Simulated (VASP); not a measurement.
# Si20H10S in VASP: further runs

Si20H10S is run at these levels: PBEsol; tasks: single point.

All numbers are computed with VASP 6.6.1; they aren't measurements. Logs are shortened: lines on timing, memory, paths and dates and some standing lists are left out, and cuts for length are marked.

### Step 1. The cell of the first run

The cell holds a slab with vacuum, 31 atoms: a = 7.679 Å, b = 7.679 Å, c = 18.256 Å, α = 90.00°, β = 90.00°, γ = 90.00°.

### Step 2. Single point, PBEsol

INCAR

```
PREC = Accurate ; ENCUT = 400
EDIFF = 1E-6 ; ISMEAR = -1
SIGMA = 0.05 ; LREAL = Auto
LASPH = T ; NELM = 120
ALGO = Normal ; ISIF = 2
LWAVE = F ; LCHARG = F
GGA = PS ; NBANDS = 69
GGA_COMPAT = F ; NELMDL = -8
```

KPOINTS

```
Automatic mesh
0
Gamma
  1 1 1
```

POSCAR

```
Si20H10S
1.0
    7.6791800000      0.0000000000      0.0000000000
    0.0000000000      7.6791800000      0.0000000000
    0.0000000000      0.0000000000     18.2555000000
H Si S
10 20 1
Direct
    0.4093920000      0.0000000000      0.0547780000
    0.0906080000      0.0000000000      0.0547780000
    0.9093920000      0.0000000000      0.0547780000
    0.5906080000      0.0000000000      0.0547780000
    0.4093920000      0.5000000000      0.0547780000
    0.0906080000      0.5000000000      0.0547780000
    0.9093920000      0.5000000000      0.0547780000
    0.5906080000      0.5000000000      0.0547780000
    0.2611487520     -0.1495157760      0.4713231939
    0.4110731842      0.0470848396      0.5001792285
    0.2500000000      0.0000000000      0.1021884000
    0.7500000000      0.0000000000      0.1021884000
    0.2500000000      0.5000000000      0.1021884000
    0.7500000000      0.5000000000      0.1021884000
    0.2499733487      0.2491319701      0.1727548965
    0.7502229368      0.2505656061      0.1719972391
    0.2496982142      0.7513502803      0.1736568186
    0.7499029498      0.7493189935      0.1778742378
   -0.0001712934      0.2579661405      0.2391113183
    0.5004830195      0.2589496083      0.2386126224
    0.0047737802      0.7492189403      0.2485129856
    0.4949497406      0.7494387197      0.2482010419
    0.0070906957      0.0081781444      0.3137709148
    0.4924022484      0.0089550675      0.3125473353
    0.0237559163      0.4978027289      0.3184167651
    0.4760301538      0.4983005181      0.3181725764
    0.2505139573      0.1414296440      0.3608225042
    0.7495221650      0.1207045442      0.3394234835
    0.2502979921      0.4320807467      0.3993735915
    0.7497405722      0.4169480464      0.3341437163
    0.2394072695      0.0263169344      0.4830968956
```

Potentials or basis: VASP PAW PBE potentials, release 64 (H, Si, S).

The run is started by

```sh
$ cat potpaw_PBE.64/H/POTCAR potpaw_PBE.64/Si/POTCAR potpaw_PBE.64/S/POTCAR > POTCAR
$ mpirun -np 1 vasp_gam > vasp.out
```

OUTCAR:

```text
PREC = Accurate
   ENCUT = 400
   EDIFF = 1E-6
   ISMEAR = -1
   LREAL = Auto
   LASPH = T
   NELM = 120
   ISIF = 2
   GGA = PS
   NELMDL = -8

 ion  position               nearest neighbor table
   1  0.409  0.000  0.055-  11 1.50
   2  0.091  0.000  0.055-  11 1.50
   3  0.909  0.000  0.055-  12 1.50
   4  0.591  0.000  0.055-  12 1.50
   5  0.409  0.500  0.055-  13 1.50
   6  0.091  0.500  0.055-  13 1.50
   7  0.909  0.500  0.055-  14 1.50
   8  0.591  0.500  0.055-  14 1.50
   9  0.261  0.850  0.471-  31 1.38
  10  0.411  0.047  0.500-  31 1.36
  11  0.250  0.000  0.102-   1 1.50   2 1.50  15 2.31  17 2.31
  12  0.750  0.000  0.102-   3 1.50   4 1.50  16 2.31  18 2.37
  13  0.250  0.500  0.102-   5 1.50   6 1.50  15 2.32  17 2.33
  14  0.750  0.500  0.102-   7 1.50   8 1.50  16 2.30  18 2.36
  15  0.250  0.249  0.173-  20 2.27  19 2.27  11 2.31  13 2.32
  16  0.750  0.251  0.172-  20 2.27  19 2.28  14 2.30  12 2.31
  17  0.250  0.751  0.174-  11 2.31  22 2.32  21 2.32  13 2.33
  18  0.750  0.749  0.178-  22 2.34  21 2.34  14 2.36  12 2.37
  19  1.000  0.258  0.239-  15 2.27  16 2.28  25 2.35  23 2.35  28 2.86  30 2.86  27 3.07
  20  0.500  0.259  0.239-  15 2.27  16 2.27  24 2.35  26 2.35  28 2.86  30 2.86  27 3.08
  21  0.005  0.749  0.249-  23 2.32  25 2.32  17 2.32  18 2.34
  22  0.495  0.749  0.248-  24 2.31  26 2.32  17 2.32  18 2.34
  23  0.007  0.008  0.314-  28 2.21  27 2.30  21 2.32  19 2.35
  24  0.492  0.009  0.313-  28 2.21  27 2.29  22 2.31  20 2.35
  25  0.024  0.498  0.318-  30 2.21  21 2.32  29 2.34  19 2.35
  26  0.476  0.498  0.318-  30 2.21  22 2.32  29 2.34  20 2.35
  27  0.251  0.141  0.361-  24 2.29  23 2.30  29 2.34  31 2.40  19 3.07  20 3.08
  28  0.750  0.121  0.339-  24 2.21  23 2.21  30 2.28  19 2.86  20 2.86
  29  0.250  0.432  0.399-  26 2.34  25 2.34  27 2.34
  30  0.750  0.417  0.334-  26 2.21  25 2.21  28 2.28  20 2.86  19 2.86
  31  0.239  0.026  0.483-  10 1.36   9 1.38  27 2.40

  LATTYP: Found a simple tetragonal cell.
 ALAT       =     7.6791800000
 C/A-ratio  =     2.3772720525

  Lattice vectors:

 A1 = (   7.6791800000,   0.0000000000,   0.0000000000)
 A2 = (   0.0000000000,   7.6791800000,   0.0000000000)
 A3 = (   0.0000000000,   0.0000000000,  18.2555000000)

Analysis of symmetry for initial positions (statically):
=====================================================================
 Subroutine PRICEL returns:
 Original cell was already a primitive cell.

 Routine SETGRP: Setting up the symmetry group for a
 simple tetragonal supercell.

[... 157 lines left out ...]
   NFREE  =      0    steps in history (QN), initial steepest desc. (CG)
   ISIF   =      2    stress and relaxation
   ISYM   =      2    0-nonsym 1-usesym 2-fastsym
   POTIM  = 0.5000    time-step for ionic-motion
   TEBEG  =    0.0;   TEEND  =   0.0 temperature during run
   PSTRESS=    0.0 pullay stress
   NELECT =      96.0000    total number of electrons
   NUPDOWN=      -1.0000    fix difference up-down
   EMIN   =  10.00;   EMAX   =-10.00  energy-range for DOS
   EFERMI =   0.00;   METHOD = LEGACY
   ISMEAR =    -1;   SIGMA  =   0.05  broadening in eV -4-tet -1-fermi 0-gaus
   EFERMI_NEDOS =   21; number of points for ismear=-14 and -15
   IALGO  =     38    algorithm
   IMIX   =      4    mixing-type and parameters
     AMIX     =   0.40;   BMIX     =  1.00
     AMIX_MAG =   1.60;   BMIX_MAG =  1.00
  volume/ion in A,a.u.               =      34.73       234.35
  Fermi-wavevector in a.u.,A,eV,Ry     =   0.731404  1.382153  7.278465  0.534952
  Thomas-Fermi vector in A             =   1.823613
   LORBIT       =      0    0 simple, 1 ext, 2 COOP (PROOUT), +10 PAW based schemes
   GGA     = PS    functional components
   LHFCALC =     F    Hartree Fock is set to
   AEXX    =    0.0000 exact exchange contribution
   IVDW    =     0    specifies the selected vdW correction
   LEPSILON=     F    determine dielectric tensor
   LRPA    =     F    only Hartree local field effects (RPA)
 non-spin polarized calculation
  energy-cutoff  :      400.00
  volume of cell :     1076.52
 maximum number of plane-waves:      9798
 NGX is ok and might be reduce to    50
   NGX = 25   NGY = 25   NGZ = 59

 number of electron      95.9999982 magnetization

 Free energy of the ion-electron system (eV)
  ---------------------------------------------------
  ext. energy  EPLUGINS =         0.00000000
  ---------------------------------------------------
  free energy    TOTEN  =      -139.30873119 eV

  energy without entropy =     -139.30868203  energy(sigma->0) =     -139.30870661

 E-fermi :   0.0584     XC(G=0):  -4.7294

 val. band max:       -0.4829591954   @ k =   0.0000   0.0000   0.0000
 cond. band min:       0.6007949895   @ k =   0.0000   0.0000   0.0000
 fundamental gap:      1.0837541849
 Fermi energy:         0.0584475358

 k-point     1 :       0.0000    0.0000    0.0000
  band No.  band energies     occupation
      1     -16.2578      2.00000
      2     -12.2883      2.00000
      3     -10.7408      2.00000
      4     -10.2958      2.00000
      5     -10.0796      2.00000
      6      -9.9283      2.00000
[... 52 lines left out ...]
     59       2.2590      0.00000
     60       2.3293      0.00000
 [bands above 60 left out]

------------------------ aborting loop because EDIFF is reached ----------------------------------------

  FORCE on cell =-STRESS in cart. coord.  units (eV):
  Direction    XX          YY          ZZ          XY          YZ          ZX
  --------------------------------------------------------------------------------------
  -------------------------------------------------------------------------------------
  Total       50.6408260     10.1732175     -0.6104491     -0.0343897     -0.0098102     -0.0694489
  in kB       75.3681640     15.1406837     -0.9085245     -0.0511817     -0.0146005     -0.1033600
  external PRESSURE =      29.8667744 kB  Pullay stress =       0.0000000 kB

 VOLUME and BASIS-vectors are now :
 -----------------------------------------------------------------------------
  energy-cutoff  :      400.00
  volume of cell :     1076.52
      direct lattice vectors                 reciprocal lattice vectors
     7.679180000  0.000000000  0.000000000     0.130222237  0.000000000  0.000000000
     0.000000000  7.679180000  0.000000000     0.000000000  0.130222237  0.000000000
     0.000000000  0.000000000 18.255500000     0.000000000  0.000000000  0.054778012

 POSITION                                       TOTAL-FORCE (eV/Angst)
 -----------------------------------------------------------------------------------
      3.14379      0.00000      1.00000        -0.814657     -0.008511      0.006581
      0.69580      0.00000      1.00000         0.817738     -0.004983      0.003568
      6.98338      0.00000      1.00000        -0.746827     -0.101325      0.042243
      4.53539      0.00000      1.00000         0.745975     -0.098577      0.043976
      3.14379      3.83959      1.00000        -0.749388      0.025955      0.024940
      0.69580      3.83959      1.00000         0.744234      0.025013      0.019252
[... 23 lines left out ...]
      5.75739      3.20182      6.09996         0.007781     -0.033873     -0.009726
      1.83845      0.20209      8.81918         0.040783     -0.046787      0.007612
 -----------------------------------------------------------------------------------
    total drift:                               -0.001110     -0.003407      0.007600

  FREE ENERGIE OF THE ION-ELECTRON SYSTEM (eV)
  ---------------------------------------------------
  free  energy   TOTEN  =      -139.3087311928 eV

  energy  without entropy=     -139.3086820292  energy(sigma->0) =     -139.30870661
```

It took 4.7 min on 1 thread of Intel Xeon 8259CL, shared host; peak memory 0.63 GiB.

Results:

- Free energy: -139.3087 eV
- Largest force: 0.818 eV/Å
- Band gap on the k mesh: 1.08 eV

Forces on the atoms (eV/Å):
```
H   -0.815 -0.009  0.007
H    0.818 -0.005  0.004
H   -0.747 -0.101  0.042
H    0.746 -0.099  0.044
H   -0.749  0.026  0.025
H    0.744  0.025  0.019
H   -0.713  0.098  0.015
H    0.719  0.088  0.025
H   -0.013  0.038  0.012
H   -0.035  0.002 -0.001
Si  -0.006 -0.001 -0.305
Si   0.002 -0.288  0.123
Si  -0.012  0.003 -0.141
Si   0.022  0.237  0.107
Si  -0.012  0.009  0.011
Si   0.004  0.023  0.008
Si  -0.005 -0.003 -0.005
Si   0.014  0.001 -0.007
Si  -0.016 -0.013  0.004
Si   0.022 -0.010 -0.006
Si   0.020  0.024  0.004
Si  -0.025  0.005 -0.002
Si   0.000  0.006  0.015
Si  -0.005  0.005  0.031
Si  -0.004  0.000 -0.009
Si  -0.003 -0.004  0.007
Si   0.007 -0.025 -0.009
Si  -0.002  0.033 -0.012
Si  -0.006  0.017 -0.001
Si   0.008 -0.034 -0.010
S    0.041 -0.047  0.008
```

Caveat: the k points lie up to 0.82 Å⁻¹ apart; the PAW data sets were made with another functional, which shifts forces and pressure a little.

### Step 3. Single point, PBEsol

INCAR

```
SYSTEM = Si20H10S
PREC = Accurate ; ENCUT = 400
EDIFF = 1E-6 ; ISMEAR = -1
SIGMA = 0.05 ; LREAL = Auto
LASPH = .True. ; NELM = 120
ALGO = Normal ; ISIF = 2
LWAVE = .False. ; LCHARG = .True.
GGA = PS ; LELF = .True.
LVHAR = .True. ; NBANDS = 69
GGA_COMPAT = .False. ; NELMDL = -8
```

KPOINTS

```
Automatic mesh
0
Gamma
  1 1 1
  0 0 0
```

POSCAR

```
Si20H10S
1.0
    7.6791800000      0.0000000000      0.0000000000
    0.0000000000      7.6791800000      0.0000000000
    0.0000000000      0.0000000000     18.2555000000
H Si S
10 20 1
Direct
    0.4093926695      0.0000000000      0.0547780121
    0.0906086327      0.0000000000      0.0547780121
    0.9093939718      0.0000000000      0.0547780121
    0.5906099349      0.0000000000      0.0547780121
    0.4093926695      0.5000013022      0.0547780121
    0.0906086327      0.5000013022      0.0547780121
    0.9093939718      0.5000013022      0.0547780121
    0.5906099349      0.5000013022      0.0547780121
    0.2033550457     -0.1501983285      0.4804360330
    0.4308923609     -0.0269560031      0.4837281915
    0.2500006511      0.0000000000      0.1021883816
    0.7500019533      0.0000000000      0.1021883816
    0.2500006511      0.5000013022      0.1021883816
    0.7500019533      0.5000013022      0.1021883816
    0.2631791415      0.2413799390      0.1790912328
    0.7526975536      0.2571628742      0.1691545014
    0.2522014069      0.7525543092      0.1688806113
    0.7707984446      0.7691446222      0.1735203089
    0.0035160004      0.2662133197      0.2359069869
    0.5154847262      0.2591031855      0.2432746296
    0.0088681344      0.7568255986      0.2527074032
    0.5291450389      0.7461864418      0.2481608282
    0.0013933779      0.0117200014      0.3097422695
    0.4936464570      0.0087900010      0.3085097642
   -0.0033597337      0.5040642360      0.3206157049
    0.4503605854      0.5078016142      0.3237490071
    0.2371086496      0.1403925940      0.3454849224
    0.7566823541      0.1315114374      0.3393443072
    0.2059464682      0.4416096510      0.4039275835
    0.7240486614      0.4337572501      0.3335378379
    0.2594678078      0.0200802690      0.4936649229
```

Potentials or basis: VASP PAW PBE potentials, release 64 (H, Si, S).

The run is started by

```sh
$ cat potpaw_PBE.64/H/POTCAR potpaw_PBE.64/Si/POTCAR potpaw_PBE.64/S/POTCAR > POTCAR
$ mpirun -np 1 vasp_gam > vasp.out
```

Run time: 5 min. Hardware: 1 thread of Intel Xeon 8259CL, shared host; peak memory 0.6 GiB.

Results (log left out):

```
Free energy            : -137.7571 eV
Largest force          : 2.591 eV/Å
Band gap on the k mesh : 0.77 eV
```

Forces in eV/Å, atoms in the order of the input:
```
H   -0.824  0.091 -0.020
H    0.752  0.149 -0.015
H   -0.666 -0.021 -0.049
H    0.733 -0.185  0.065
H   -0.700 -0.031 -0.005
H    0.649 -0.156  0.081
H   -0.695 -0.042 -0.096
H    0.659  0.135  0.049
H    0.305  0.617  0.148
H   -0.435  0.129  0.066
Si   0.003  0.158 -0.329
Si  -0.089  1.425 -0.795
Si   0.087 -0.513  0.252
Si   0.237  1.605 -0.223
Si  -0.410  0.633 -0.425
Si  -0.086 -0.824  0.445
Si   0.781 -0.304  1.449
Si  -0.257 -2.421  0.886
Si  -0.340  0.113  0.404
Si  -0.078  0.933 -0.071
Si   0.434 -0.642 -1.213
Si  -1.818  0.123 -0.257
Si  -0.477 -0.024  0.049
Si   0.488 -0.139  0.763
Si   0.190  0.205 -0.857
Si  -0.123 -0.142 -0.263
Si   1.504  1.405  0.778
Si  -1.499  0.217 -0.041
Si   1.458 -0.981 -0.279
Si   0.115 -0.758  0.029
S    0.103 -0.755 -0.524
```

Levels at points of the mesh, in eV from the valence-band top:
```tsv
k point	band 44	band 45	band 46	band 47	band 48	band 49	band 50	band 51	band 52	band 53
(0.00, 0.00, 0.00)	-0.95	-0.91	-0.75	-0.56	0.00	0.77	0.86	1.11	1.28	1.78
```

Caveat: the k points lie up to 0.82 Å⁻¹ apart; the PAW data sets were made with another functional, which shifts forces and pressure a little.

### Step 4. Single point, PBEsol

INCAR

```
SYSTEM = Si20H10S
PREC = Accurate ; ENCUT = 400
EDIFF = 1E-6 ; ISMEAR = -1
SIGMA = 0.05 ; LREAL = Auto
LASPH = .TRUE. ; NELM = 120
ALGO = Normal ; ISIF = 2
LWAVE = .FALSE. ; LCHARG = .FALSE.
GGA = PS ; NBANDS = 69
GGA_COMPAT = .FALSE. ; NELMDL = -8
```

KPOINTS

```
regular mesh
0
G
  1 1 1
  0 0 0
```

POSCAR

```
Si20H10S
1.0
    7.6791800000      0.0000000000      0.0000000000
    0.0000000000      7.6791800000      0.0000000000
    0.0000000000      0.0000000000     18.2555000000
H Si S
10 20 1
Direct
    0.4093926695      0.0000000000      0.0547780121
    0.0906086327      0.0000000000      0.0547780121
    0.9093939718      0.0000000000      0.0547780121
    0.5906099349      0.0000000000      0.0547780121
    0.4093926695      0.5000013022      0.0547780121
    0.0906086327      0.5000013022      0.0547780121
    0.9093939718      0.5000013022      0.0547780121
    0.5906099349      0.5000013022      0.0547780121
    0.1964011783     -0.1569308181      0.5089479883
    0.4256444047     -0.0636005407      0.4702418449
    0.2500006511      0.0000000000      0.1021883816
    0.7500019533      0.0000000000      0.1021883816
    0.2500006511      0.5000013022      0.1021883816
    0.7500019533      0.5000013022      0.1021883816
    0.2631530971      0.2527483403      0.1801320150
    0.7529189314      0.2438671837      0.1710114760
    0.2777770543      0.7466291974      0.1795842349
    0.7762417341      0.7248430171      0.1779025499
   -0.0026044447      0.2767743431      0.2374298157
    0.5256941496      0.2872181665      0.2459532744
    0.0292869812      0.7475928419      0.2413628769
    0.5114348147      0.7474756419      0.2447645915
   -0.0127357348      0.0245208473      0.3086357536
    0.5034131248      0.0024612003      0.3145024787
   -0.0248854695      0.5119557036      0.3143381447
    0.4218940043      0.5132709482      0.3272054997
    0.2602621634      0.1783523762      0.3372408315
    0.7281115952      0.1465260614      0.3388732163
    0.2024044234      0.4217116932      0.4042452959
    0.6998533698      0.4351376058      0.3338665060
    0.2803554546      0.0112251569      0.5007970201
```

The run is started by

```sh
$ cat potpaw_PBE.64/H/POTCAR potpaw_PBE.64/Si/POTCAR potpaw_PBE.64/S/POTCAR > POTCAR
$ mpirun -np 1 vasp_gam > vasp.out
```

Run time: 4.9 min. Hardware: 1 thread of Intel Xeon 8259CL, shared host; peak memory 0.6 GiB.

The run converged. Its results:

| Item | Value |
| --- | --- |
| Free energy | -136.8669 eV |
| Largest force | 3.180 eV/Å |

Forces on the atoms (eV/Å):
```
H   -0.832  0.096  0.041
H    0.793  0.019  0.118
H   -0.725  0.068  0.024
H    0.779 -0.124  0.073
H   -0.693 -0.036 -0.070
H    0.665  0.058  0.180
H   -0.694  0.049 -0.115
H    0.639  0.299 -0.033
H    0.830  1.514 -0.236
H   -0.330  0.155  0.219
Si   0.254 -0.022  0.754
Si  -0.021 -1.766  0.261
Si   0.453 -0.170  0.560
Si  -0.052 -1.589 -0.640
Si  -0.730 -0.244 -0.128
Si  -0.046  1.228 -0.436
Si  -1.638  0.453 -2.688
Si  -1.068  2.204 -0.106
Si   0.265 -0.501 -0.347
Si  -0.776 -1.006 -0.404
Si  -0.907  1.307  1.381
Si   1.538 -0.351  1.658
Si   0.982 -0.228  0.207
Si  -2.189  0.028 -0.220
Si   1.077 -0.286  0.733
Si   1.013  0.650 -0.200
Si  -0.760 -1.380 -0.983
Si   2.275 -0.515  0.222
Si  -0.272  0.551 -0.113
Si   0.660  1.223  0.362
S   -0.490 -1.684 -0.073
```

Levels at points of the mesh, in eV from the Fermi level:
```tsv
k point	band 45	band 46	band 47	band 48	band 49	band 50	band 51	band 52
(0.00, 0.00, 0.00)	-1.09	-0.86	-0.71	-0.26	0.26	0.64	0.76	0.82
```

Caveat: the k points lie up to 0.82 Å⁻¹ apart; the PAW data sets were made with another functional, which shifts forces and pressure a little.

[end of part 1 of 2]
